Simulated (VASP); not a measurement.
# GaPtC4N4 (P-43m) in VASP: notebook

The runs below take GaPtC4N4 through single point, with PBE.

Everything below comes from runs of VASP 6.6.1. Logs are shortened: lines on timing, memory, paths and dates and some standing lists are left out, and cuts for length are marked.

## Step 1: The cell of the first run

It takes space group P-43m (No. 215, cubic). The conventional cell has a = 5.858 Å, b = 5.858 Å, c = 5.858 Å, α = 90.00°, β = 90.00°, γ = 90.00°. Ga (site symmetry -43m) has 4 C at 1.90 Å within 2.5 Å. Within 2.7 Å of Pt (site symmetry -43m) lie 4 N at 2.01 Å. C (site symmetry 3m) has 1 N at 1.17 Å within 1.6 Å. Within 1.6 Å of N (site symmetry 3m) lie 1 C at 1.17 Å.

## Step 2: Single point, PBE

The input, INCAR:

```
PREC = Accurate ; ENCUT = 520
EDIFF = 1E-6 ; ISMEAR = 0
SIGMA = 0.1 ; LREAL = False
LASPH = True ; NELM = 60
ALGO = Normal ; ISIF = 2
LWAVE = False ; LCHARG = False
GGA = PE ; NBANDS = 40
```

The input, KPOINTS:

```
regular mesh
0
Gamma
  4 4 4
```

The input, POSCAR:

```
GaPtC4N4
1.0
    5.8583731800      0.0000000000      0.0000000000
    0.0000000000      5.8583731800      0.0000000000
    0.0000000000      0.0000000000      5.8583731800
Ga Pt C N
1 1 4 4
Direct
    0.0000000000      0.0000000000      0.0000000000
    0.5000000000      0.5000000000      0.5000000000
    0.1868532600      0.1868532600      0.1868532600
    0.1868532600      0.8131467400      0.8131467400
    0.8131467400      0.1868532600      0.8131467400
    0.8131467400      0.8131467400      0.1868532600
    0.3021582700      0.3021582700      0.3021582700
    0.3021582700      0.6978417300      0.6978417300
    0.6978417300      0.3021582700      0.6978417300
    0.6978417300      0.6978417300      0.3021582700
```

Potentials or basis: VASP PAW PBE potentials, release 64 (Ga_d, Pt, C, N).

The run is started by

```sh
$ cat potpaw_PBE.64/Ga_d/POTCAR potpaw_PBE.64/Pt/POTCAR potpaw_PBE.64/C/POTCAR potpaw_PBE.64/N/POTCAR > POTCAR
$ mpirun -np 1 vasp_std > vasp.out
```

OUTCAR:

```text
PREC = Accurate
   ENCUT = 520
   EDIFF = 1E-6
   ISMEAR = 0
   LREAL = False
   LASPH = True
   NELM = 60
   ISIF = 2
   GGA = PE

 ion  position               nearest neighbor table
   1  0.000  0.000  0.000-   3 1.90   4 1.90   5 1.90   6 1.90
   2  0.500  0.500  0.500-   7 2.01   8 2.01   9 2.01  10 2.01
   3  0.187  0.187  0.187-   7 1.17   1 1.90
   4  0.187  0.813  0.813-   8 1.17   1 1.90
   5  0.813  0.187  0.813-   9 1.17   1 1.90
   6  0.813  0.813  0.187-  10 1.17   1 1.90
   7  0.302  0.302  0.302-   3 1.17   2 2.01
   8  0.302  0.698  0.698-   4 1.17   2 2.01
   9  0.698  0.302  0.698-   5 1.17   2 2.01
  10  0.698  0.698  0.302-   6 1.17   2 2.01

  LATTYP: Found a simple cubic cell.
 ALAT       =     5.8583731800

  Lattice vectors:

 A1 = (   5.8583731800,   0.0000000000,   0.0000000000)
 A2 = (   0.0000000000,   5.8583731800,   0.0000000000)
 A3 = (   0.0000000000,   0.0000000000,   5.8583731800)

Analysis of symmetry for initial positions (statically):
=====================================================================
 Subroutine PRICEL returns:
 Original cell was already a primitive cell.

 Routine SETGRP: Setting up the symmetry group for a
 simple cubic supercell.

 Subroutine GETGRP returns: Found 24 space group operations
 (whereof 24 operations were pure point group operations)
 out of a pool of 48 trial point group operations.

The static configuration has the point symmetry T_d .

Analysis of symmetry for dynamics (positions and initial velocities):
=====================================================================
 Subroutine PRICEL returns:
 Original cell was already a primitive cell.

 Routine SETGRP: Setting up the symmetry group for a
 simple cubic supercell.

 Subroutine GETGRP returns: Found 24 space group operations
 (whereof 24 operations were pure point group operations)
 out of a pool of 48 trial point group operations.

The dynamic configuration has the point symmetry T_d .

 Subroutine INISYM returns: Found 24 space group operations
 (whereof 24 operations are pure point group operations),
 and found     1 'primitive' translations

----------------------------------------------------------------------------------------

                                     Primitive cell

  volume of cell :     201.0625

  direct lattice vectors                    reciprocal lattice vectors
     5.858373180  0.000000000  0.000000000     0.170695852  0.000000000  0.000000000
     0.000000000  5.858373180  0.000000000     0.000000000  0.170695852  0.000000000
     0.000000000  0.000000000  5.858373180     0.000000000  0.000000000  0.170695852

  length of vectors
     5.858373180  5.858373180  5.858373180     0.170695852  0.170695852  0.170695852

  position of ions in fractional coordinates (direct lattice)
     0.000000000  0.000000000  0.000000000
     0.500000000  0.500000000  0.500000000
     0.186853260  0.186853260  0.186853260
     0.186853260  0.813146740  0.813146740
     0.813146740  0.186853260  0.813146740
     0.813146740  0.813146740  0.186853260
     0.302158270  0.302158270  0.302158270
     0.302158270  0.697841730  0.697841730
     0.697841730  0.302158270  0.697841730
     0.697841730  0.697841730  0.302158270

  ion indices of the primitive-cell ions
   primitive index   ion index
                 1           1
                 2           2
                 3           3
                 4           4
                 5           5
                 6           6
                 7           7
                 8           8
                 9           9
                10          10

----------------------------------------------------------------------------------------

 KPOINTS: regular mesh

Automatic generation of k-mesh.
 Grid dimensions read from file:
 generate k-points for:    4    4    4

 Generating k-lattice:

  Cartesian coordinates                     Fractional coordinates (reciprocal lattice)
     0.042673963  0.000000000  0.000000000     0.250000000  0.000000000  0.000000000
     0.000000000  0.042673963  0.000000000     0.000000000  0.250000000  0.000000000
     0.000000000  0.000000000  0.042673963     0.000000000  0.000000000  0.250000000

  Length of vectors
     0.042673963  0.042673963  0.042673963

  Shift w.r.t. Gamma in fractional coordinates (k-lattice)
     0.000000000  0.000000000  0.000000000

 Subroutine IBZKPT returns following result:
 ===========================================

 Found     10 irreducible k-points:

 Following reciprocal coordinates:
            Coordinates               Weight
  0.000000  0.000000  0.000000      1.000000
  0.250000  0.000000  0.000000      6.000000
  0.500000  0.000000  0.000000      3.000000
  0.250000  0.250000  0.000000     12.000000
  0.500000  0.250000  0.000000     12.000000
  0.500000  0.500000  0.000000      3.000000
  0.250000  0.250000  0.250000      8.000000
  0.500000  0.250000  0.250000     12.000000
  0.500000  0.500000  0.250000      6.000000
  0.500000  0.500000  0.500000      1.000000
   k-points           NKPTS =     10   k-points in BZ     NKDIM =     10   number of bands    NBANDS=     40
   number of dos      NEDOS =    301   number of ions     NIONS =     10
   total plane-waves  NPLWV = 110592
   dimension x,y,z NGX =    48 NGY =   48 NGZ =   48
   dimension x,y,z NGXF=    96 NGYF=   96 NGZF=   96
   ions per type =               1   1   4   4
   NGX,Y,Z   is equivalent  to a cutoff of  13.62, 13.62, 13.62 a.u.
   NGXF,Y,Z  is equivalent  to a cutoff of  27.24, 27.24, 27.24 a.u.
 SYSTEM =  unknown system
   PREC   = accura    normal or accurate (medium, high low for compatibility)
   ISTART =      0    job   : 0-new  1-cont  2-samecut
   ICHARG =      2    charge: 1-file 2-atom 10-const
   ISPIN  =      1    spin polarized calculation?
   LNONCOLLINEAR =      F non collinear calculations
   LSORBIT =      F    spin-orbit coupling
   LASPH  =      T    aspherical Exc in radial PAW
   ENCUT  =  520.0 eV  38.22 Ry    6.18 a.u.  10.89 10.89 10.89*2*pi/ulx,y,z
   NELM   =     60;   NELMIN=  2; NELMDL= -5     # of ELM steps
   EDIFF  = 0.1E-05   stopping-criterion for ELM
   LREAL  =      F    real-space projection
   EDIFFG = 0.1E-04   stopping-criterion for IOM
   NSW    =      0    number of steps for IOM
   IBRION =     -1    ionic relax: 0-MD 1-quasi-New 2-CG
   NFREE  =      0    steps in history (QN), initial steepest desc. (CG)
   ISIF   =      2    stress and relaxation
   ISYM   =      2    0-nonsym 1-usesym 2-fastsym
   POTIM  = 0.5000    time-step for ionic-motion
   TEBEG  =    0.0;   TEEND  =   0.0 temperature during run
   PSTRESS=    0.0 pullay stress
   NELECT =      59.0000    total number of electrons
   NUPDOWN=      -1.0000    fix difference up-down
   EMIN   =  10.00;   EMAX   =-10.00  energy-range for DOS
   EFERMI =   0.00;   METHOD = LEGACY
   ISMEAR =     0;   SIGMA  =   0.10  broadening in eV -4-tet -1-fermi 0-gaus
   EFERMI_NEDOS =   21; number of points for ismear=-14 and -15
   IALGO  =     38    algorithm
   IMIX   =      4    mixing-type and parameters
     AMIX     =   0.40;   BMIX     =  1.00
     AMIX_MAG =   1.60;   BMIX_MAG =  1.00
  volume/ion in A,a.u.               =      20.11       135.68
  Fermi-wavevector in a.u.,A,eV,Ry     =   1.087882  2.055799 16.102322  1.183487
  Thomas-Fermi vector in A             =   2.224051
   LORBIT       =      0    0 simple, 1 ext, 2 COOP (PROOUT), +10 PAW based schemes
   GGA     = PE    functional components
   LHFCALC =     F    Hartree Fock is set to
   AEXX    =    0.0000 exact exchange contribution
   IVDW    =     0    specifies the selected vdW correction
   LEPSILON=     F    determine dielectric tensor
   LRPA    =     F    only Hartree local field effects (RPA)
 non-spin polarized calculation
 Gauss-broadening in eV      SIGMA  =   0.10
  energy-cutoff  :      520.00
  volume of cell :      201.06
 maximum number of plane-waves:      5452
 NGX is ok and might be reduce to    48
   NGX = 21   NGY = 21   NGZ = 21

 number of electron      58.9999983 magnetization

 Free energy of the ion-electron system (eV)
  ---------------------------------------------------
  ext. energy  EPLUGINS =         0.00000000
  ---------------------------------------------------
  free energy    TOTEN  =       -72.64791898 eV

  energy without entropy =      -72.58011710  energy(sigma->0) =      -72.61401804

 E-fermi :  -0.1030     XC(G=0):  -7.4405

 val. band max:       -0.1438304372   @ k =   0.5000   0.2500   0.0000
 cond. band min:      -0.0933568294   @ k =   0.5000   0.0000   0.0000
 fundamental gap:      0.0504736078
 Fermi energy:        -0.1030080822

 k-point     1 :       0.0000    0.0000    0.0000
  band No.  band energies     occupation
      1     -18.3544      2.00000
      2     -18.2121      2.00000
      3     -18.2121      2.00000
      4     -18.2121      2.00000
      5     -15.2300      2.00000
      6     -15.2300      2.00000
[... 32 lines left out ...]
     39       4.7591      0.00000
     40       7.3475      0.00000

 k-point     2 :       0.2500    0.0000    0.0000
  band No.  band energies     occupation
      1     -18.3353      2.00000
      2     -18.2311      2.00000
      3     -18.2120      2.00000
      4     -18.2120      2.00000
      5     -15.2308      2.00000
      6     -15.2299      2.00000
[... 333 lines left out ...]
     39       5.9791      0.00000
     40       6.6560      0.00000

 k-point    10 :       0.5000    0.5000    0.5000
  band No.  band energies     occupation
      1     -18.2987      2.00000
      2     -18.2290      2.00000
      3     -18.2290      2.00000
      4     -18.2290      2.00000
      5     -15.2297      2.00000
      6     -15.2297      2.00000
[... 32 lines left out ...]
     39       5.8015      0.00000
     40       6.9276      0.00000

------------------------ aborting loop because EDIFF is reached ----------------------------------------

  FORCE on cell =-STRESS in cart. coord.  units (eV):
  Direction    XX          YY          ZZ          XY          YZ          ZX
  --------------------------------------------------------------------------------------
  -------------------------------------------------------------------------------------
  Total        5.1791407      5.1791407      5.1791407     -0.0000000     -0.0000000      0.0000000
  in kB       41.2702592     41.2702592     41.2702592     -0.0000000     -0.0000000      0.0000000
  external PRESSURE =      41.2702592 kB  Pullay stress =       0.0000000 kB

 VOLUME and BASIS-vectors are now :
 -----------------------------------------------------------------------------
  energy-cutoff  :      520.00
  volume of cell :      201.06
      direct lattice vectors                 reciprocal lattice vectors
     5.858373180  0.000000000  0.000000000     0.170695852  0.000000000  0.000000000
     0.000000000  5.858373180  0.000000000     0.000000000  0.170695852  0.000000000
     0.000000000  0.000000000  5.858373180     0.000000000  0.000000000  0.170695852

 POSITION                                       TOTAL-FORCE (eV/Angst)
 -----------------------------------------------------------------------------------
      0.00000      0.00000      0.00000         0.000000      0.000000      0.000000
      2.92919      2.92919      2.92919         0.000000      0.000000      0.000000
      1.09466      1.09466      1.09466         0.548070      0.548070      0.548070
      1.09466      4.76372      4.76372         0.548070     -0.548070     -0.548070
      4.76372      1.09466      4.76372        -0.548070      0.548070     -0.548070
      4.76372      4.76372      1.09466        -0.548070     -0.548070      0.548070
      1.77016      1.77016      1.77016        -0.326091     -0.326091     -0.326091
      1.77016      4.08822      4.08822        -0.326091      0.326091      0.326091
      4.08822      1.77016      4.08822         0.326091     -0.326091      0.326091
      4.08822      4.08822      1.77016         0.326091      0.326091     -0.326091
 -----------------------------------------------------------------------------------
    total drift:                                0.000000      0.000000      0.000000

  FREE ENERGIE OF THE ION-ELECTRON SYSTEM (eV)
  ---------------------------------------------------
  free  energy   TOTEN  =       -72.6479189846 eV

  energy  without entropy=      -72.5801171005  energy(sigma->0) =      -72.61401804
```

Wall time 83 s (1 thread of Intel Xeon Platinum 8488C (Sapphire Rapids), shared host); peak memory 0.36 GiB.

Results:

| Item | Value |
| --- | --- |
| Free energy | -72.6479 eV |
| Pressure | 4.1 GPa |
| Largest force | 0.949 eV/Å |
| Band gap on the k mesh | zero (an odd number of electrons rules out a gap without spin polarisation) |

Forces in eV/Å, atoms in the order of the input:
```
Ga   0.000  0.000  0.000
Pt   0.000  0.000  0.000
C    0.548  0.548  0.548
C    0.548 -0.548 -0.548
C   -0.548  0.548 -0.548
C   -0.548 -0.548  0.548
N   -0.326 -0.326 -0.326
N   -0.326  0.326  0.326
N    0.326 -0.326  0.326
N    0.326  0.326 -0.326
```

Caveat: the cell stands under pressure; spin-orbit coupling is left out, which moves the levels of the heavy elements; an odd number of electrons without spin polarisation forces a metal; a magnetic or distorted state may lie lower.

## Step 3: Single point, PBE, collinear spin

The input, INCAR:

```
SYSTEM = GaPtC4N4
PREC     = Accurate       ! precision mode
ENCUT    = 520            ! plane-wave cutoff, eV
EDIFF    = 1E-6           ! SCF threshold, eV
ISMEAR   = 0              ! smearing method
SIGMA    = 0.1            ! smearing width, eV
LREAL    = .False.        ! projectors in reciprocal space
LASPH    = .True.         ! aspherical terms in the spheres
NELM     = 150            ! most SCF steps
ALGO     = Normal         ! electronic algorithm
ISIF     = 2              ! what is computed and relaxed
LWAVE    = .False.        ! write WAVECAR
LCHARG   = .False.        ! write CHGCAR
ISPIN    = 2              ! spin polarisation
MAGMOM   = 0 1 0 0 0 0 0 0 0 0 ! initial moments
LORBIT   = 11             ! projections on sites
LMAXMIX  = 4              ! l up to which the mixer works
GGA      = PE             ! functional
NBANDS   = 44             ! bands
```

The input, KPOINTS:

```
regular mesh
0
Gamma
  4 4 4
  0 0 0
```

POSCAR is that of step 2.

Potentials or basis: VASP PAW PBE potentials, release 64 (Ga_d, Pt, C, N).

The run is started by

```sh
$ cat potpaw_PBE.64/Ga_d/POTCAR potpaw_PBE.64/Pt/POTCAR potpaw_PBE.64/C/POTCAR potpaw_PBE.64/N/POTCAR > POTCAR
$ mpirun -np 1 vasp_std > vasp.out
```

OUTCAR:

```text
SYSTEM = GaPtC4N4
   PREC = Accurate
   ENCUT = 520
   EDIFF = 1E-6
   ISMEAR = 0
   LREAL = .False.
   LASPH = .True.
   NELM = 150
   ISIF = 2
   ISPIN = 2
   LORBIT = 11
   GGA = PE

 ion  position               nearest neighbor table
   1  0.000  0.000  0.000-   3 1.90   4 1.90   5 1.90   6 1.90
   2  0.500  0.500  0.500-   7 2.01   8 2.01   9 2.01  10 2.01
   3  0.187  0.187  0.187-   7 1.17   1 1.90
   4  0.187  0.813  0.813-   8 1.17   1 1.90
   5  0.813  0.187  0.813-   9 1.17   1 1.90
   6  0.813  0.813  0.187-  10 1.17   1 1.90
   7  0.302  0.302  0.302-   3 1.17   2 2.01
   8  0.302  0.698  0.698-   4 1.17   2 2.01
   9  0.698  0.302  0.698-   5 1.17   2 2.01
  10  0.698  0.698  0.302-   6 1.17   2 2.01

  LATTYP: Found a simple cubic cell.
 ALAT       =     5.8583731800

  Lattice vectors:

 A1 = (   5.8583731800,   0.0000000000,   0.0000000000)
 A2 = (   0.0000000000,   5.8583731800,   0.0000000000)
 A3 = (   0.0000000000,   0.0000000000,   5.8583731800)

Analysis of symmetry for initial positions (statically):
=====================================================================
 Subroutine PRICEL returns:
 Original cell was already a primitive cell.
[... 1095 lines left out ...]
     0.000000000  5.858373180  0.000000000     0.000000000  0.170695852  0.000000000
     0.000000000  0.000000000  5.858373180     0.000000000  0.000000000  0.170695852

 POSITION                                       TOTAL-FORCE (eV/Angst)
 -----------------------------------------------------------------------------------
      0.00000      0.00000      0.00000         0.000000     -0.000000     -0.000000
      2.92919      2.92919      2.92919         0.000000     -0.000000     -0.000000
      1.09466      1.09466      1.09466         0.578903      0.578903      0.578903
      1.09466      4.76372      4.76372         0.578903     -0.578903     -0.578903
      4.76372      1.09466      4.76372        -0.578903      0.578903     -0.578903
      4.76372      4.76372      1.09466        -0.578903     -0.578903      0.578903
      1.77016      1.77016      1.77016        -0.388086     -0.388086     -0.388086
      1.77016      4.08822      4.08822        -0.388086      0.388086      0.388086
      4.08822      1.77016      4.08822         0.388086     -0.388086      0.388086
      4.08822      4.08822      1.77016         0.388086      0.388086     -0.388086
 -----------------------------------------------------------------------------------
    total drift:                                0.000000      0.000000      0.000000

  FREE ENERGIE OF THE ION-ELECTRON SYSTEM (eV)
  ---------------------------------------------------
  free  energy   TOTEN  =       -72.7083898084 eV

  energy  without entropy=      -72.6565170768  energy(sigma->0) =      -72.68245344

 total charge

# of ion       s       p       d       tot
------------------------------------------
    1        0.801   1.123  10.150  12.074
    2        0.553   0.802   8.036   9.391
    3        0.943   1.697   0.000   2.639
    4        0.943   1.697   0.000   2.639
    5        0.943   1.697   0.000   2.639
    6        0.943   1.697   0.000   2.639
    7        1.296   2.558   0.000   3.854
    8        1.296   2.558   0.000   3.854
    9        1.296   2.558   0.000   3.854
   10        1.296   2.558   0.000   3.854
--------------------------------------------------
tot         10.309  18.945  18.186  47.440

 magnetization (x)

# of ion       s       p       d       tot
------------------------------------------
    1       -0.000   0.001   0.002   0.002
    2        0.004   0.065   0.609   0.678
    3        0.002   0.020   0.000   0.023
    4        0.002   0.020   0.000   0.023
    5        0.002   0.020   0.000   0.023
    6        0.002   0.020   0.000   0.023
    7        0.007   0.016   0.000   0.022
    8        0.007   0.016   0.000   0.022
    9        0.007   0.016   0.000   0.022
   10        0.007   0.016   0.000   0.022
--------------------------------------------------
tot          0.040   0.210   0.610   0.860
```

stdout:

```text
POSCAR found type information on POSCAR GaPtC N
 POSCAR found :  4 types and      10 ions
 scaLAPACK will be used
 LDA part: xc-table for (Slater+PW92), standard interpolation
 POSCAR, INCAR and KPOINTS ok, starting setup
 FFT: planning ... GRIDC
 FFT: planning ... GRID_SOFT
 FFT: planning ... GRID
 WAVECAR not read
 entering main loop
```

It took 3.4 min on 1 thread of Intel Xeon Platinum 8488C (Sapphire Rapids), shared host; peak memory 0.47 GiB.

Results:

```
Free energy                                           : -72.7084 eV
Pressure                                              : 4.2 GPa
Largest force                                         : 1.003 eV/Å
Band gap on the k mesh                                : zero (filled and empty bands overlap)
Net moment                                            : 1.00 μB per cell
Site moments                                          : Ga +0.00; Pt +0.68; C +0.02; N +0.02 μB
Valence electrons inside the program's atomic spheres : Ga 12.07; Pt 9.39; C 2.64; N 3.85
```

Forces on the atoms (eV/Å):
```
Ga   0.000  0.000  0.000
Pt   0.000  0.000  0.000
C    0.579  0.579  0.579
C    0.579 -0.579 -0.579
C   -0.579  0.579 -0.579
C   -0.579 -0.579  0.579
N   -0.388 -0.388 -0.388
N   -0.388  0.388  0.388
N    0.388 -0.388  0.388
N    0.388  0.388 -0.388
```

Caveat: the cell stands under pressure; spin-orbit coupling is left out, which moves the levels of the heavy elements; forces of over 1 eV/Å act on the atoms, so gaps and moduli don't describe the material at rest.

[end of part 1 of 2]

The gap in the log of VASP goes by the Fermi energy; the results here count the filled bands.